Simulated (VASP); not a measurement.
Wanted: the native input for a VASP 6.6.1 run.

```yaml
Task: single point
Functional: PBE
Potentials_or_basis: VASP PAW PBE potentials, release 64 (Hg, Te)
Cutoff: 520 eV
k_mesh: 13 × 13 × 13
Occupations: fermi-dirac, width 0.05 eV
Spin: no spin polarisation
Dipole_correction: no
Further_INCAR_settings: ALGO = Normal; EDIFF = 1e-07; NBANDS = 16
```

The structure of HgTe lies in POSCAR:

```
HgTe
1.0
    0.0000000000      3.2867219331      3.2867219331
    3.2867219331      0.0000000000      3.2867219331
    3.2867219331      3.2867219331      0.0000000000
Hg Te
1 1
Direct
    0.0000000000      0.0000000000      0.0000000000
    0.2500000000      0.2500000000      0.2500000000
```

This cell differs from its parent crystal: volume scaled by 1.06, then relaxed in part.

These files were run (other wordings do the same):

INCAR

```
  PREC = Accurate
  ENCUT = 520
  EDIFF = 1E-7
  ISMEAR = -1
  SIGMA = 0.05
  LREAL = F
  LASPH = T
  NELM = 60
  ALGO = Normal
  ISIF = 2
  LWAVE = F
  LCHARG = F
  GGA = PE
  NBANDS = 16
```

KPOINTS

```
regular mesh
0
Gamma
  13 13 13
```

Potentials or basis: VASP PAW PBE potentials, release 64 (Hg, Te).

Run with:

```console
$ cat potpaw_PBE.64/Hg/POTCAR potpaw_PBE.64/Te/POTCAR > POTCAR
$ mpirun -np 1 vasp_std > vasp.out
```

It gave:

| Property | Result |
| --- | --- |
| Pressure | 1.4 GPa |
| Band gap on the k mesh | zero (filled and empty bands touch) |

Caveat: spin-orbit coupling is left out, which moves the levels of the heavy elements.

Wall time 40 s on 1 thread of Intel(R) Xeon(R) 6975P-C (Granite Rapids) (shared host), peak memory 0.27 GiB.
